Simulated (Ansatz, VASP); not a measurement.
# Two plane-wave programs on AlN

POSCAR

```
AlN
1.0
    0.0000000000      2.2495133664      2.1839935596
    2.2495133664      0.0000000000      2.1839935596
    2.2495133664      2.2495133664      0.0000000000
Al N
1 1
Direct
    0.0000000000      0.0000000000      0.0000000000
    0.7500000000      0.7500000000      0.7500000000
```

Contents of INCAR.step1:

```
ALGO = Normal
EDIFF = 1E-4
ENCUT = 520
GGA = PE
ISMEAR = 0
LASPH = T
LCHARG = F
LREAL = F
LWAVE = T
NBANDS = 11
NELM = 80
PREC = Accurate
SIGMA = 0.05
```

File INCAR.step2:

```
ALGO = Normal
EDIFF = 1E-7
ENCUT = 520
ISIF = 2
ISMEAR = 0
ISTART = 1
LASPH = T
LCHARG = F
LMIXTAU = T
LREAL = F
LWAVE = F
METAGGA = R2SCAN
NBANDS = 11
NELM = 80
PREC = Accurate
SIGMA = 0.05
```

The input KPOINTS:

```
k-points
0
Gamma
  10 10 10
```

Input for Ansatz:

```yaml
crystal:
  lattice:
    - [0.0, 2.2495133664, 2.1839935596]
    - [2.2495133664, 0.0, 2.1839935596]
    - [2.2495133664, 2.2495133664, 0.0]
  atoms:
    - { symbol: Al, position: [0.0, 0.0, 0.0] }
    - { symbol: "N", position: [0.75, 0.75, 0.75] }
basis:
  ecutwfc: 500
kpoints:
  mp_grid: { grid: [10, 10, 10] }
hamiltonian:
  xc: r2scan
scf:
  occupations: { method: gaussian, width: 0.05 }
output:
  forces: true
  stress: true
  eigenvalues: true
```

Change from the starting cell: strain +0.0300 x Voigt [1, 1, 0, 0, 0, 0], atoms carried along.

Alike in both runs: task single point; functional r2SCAN; k mesh 10 × 10 × 10; occupations gaussian, width 0.05 eV; no spin polarisation.

|  | VASP | Ansatz |
| --- | --- | --- |
| version | VASP 6.6.1 | Ansatz 0.2.0 |
| potentials or method | VASP PAW PBE potentials, release 64 (Al, N), cutoff 520 eV | scalar-relativistic, plane waves, PAW |
| valence electrons in the cell | 8 | 8 |

|  | VASP | Ansatz | Ansatz less VASP |
| --- | --- | --- | --- |
| gap on the k mesh at the Fermi level (eV) | 3.73 | 3.73 | +0.005 |
| least direct gap on the mesh (eV) | 4.27 | 4.23 | -0.036 |
| pressure (GPa) | -11.3 | -11.0 | +0.39 |
| traceless stress, the component that is largest in VASP (GPa) | 2.74 | 2.73 | -0.011 |

VASP's potentials were made for PBE, not for r2SCAN.
